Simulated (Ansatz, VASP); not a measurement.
**FeCoC6N6 in VASP and in Ansatz**

```
Fe Co C N
1.0
     0.00000    5.11550    5.11550
     5.11550    0.00000    5.11550
     5.11550    5.11550    0.00000
Fe Co C N
1 1 6 6
Direct
  0.00000 0.00000 0.00000
  0.50000 0.50000 0.50000
  0.81058 0.18942 0.18942
  0.18942 0.81058 0.18942
  0.18942 0.18942 0.81058
  0.18942 0.81058 0.81058
  0.81058 0.18942 0.81058
  0.81058 0.81058 0.18942
  0.69622 0.30378 0.30378
  0.30378 0.69622 0.30378
  0.30378 0.30378 0.69622
  0.30378 0.69622 0.69622
  0.69622 0.30378 0.69622
  0.69622 0.69622 0.30378
```

Alike in both runs: task single point; functional PBE; k mesh 4 × 4 × 4; occupations gaussian, width 0.1 eV; collinear spin.

|  | VASP | Ansatz |
| --- | --- | --- |
| version | VASP 6.6.1 | Ansatz 0.2.0 |
| potentials or method | VASP PAW PBE potentials, release 64 (Fe, Co, C, N), cutoff 520 eV | scalar-relativistic, plane waves, PAW |
| valence electrons in the cell | 71 | 87 |

```csv
,VASP,Ansatz,Ansatz less VASP
gap on the k mesh at the Fermi level (eV),none,none,-
pressure (GPa),-5.4,-5.8,-0.48
rms of the force components (eV/Å),0.463,0.332,-0.1308
net moment per atom (μB),0.07,0.07,0.000
size of the moment on the site where the two differ most (μB),0.89,0.80,-0.092
```

Site moments also hang on the region over which each program counts them. Atom by atom the forces differ by 0.191 eV/Å (rms over components). A gap of «none» marks a metal or a gap that the smearing closes. The functional is the same, so the differences come from potentials, cutoffs and numerics. VASP's potentials hold 71 valence electrons a cell and Ansatz's 87, so a difference there can come from the potentials and not from the codes.

Noted on VASP's run: the standard files for N, O and F lose accuracy on very short bonds.
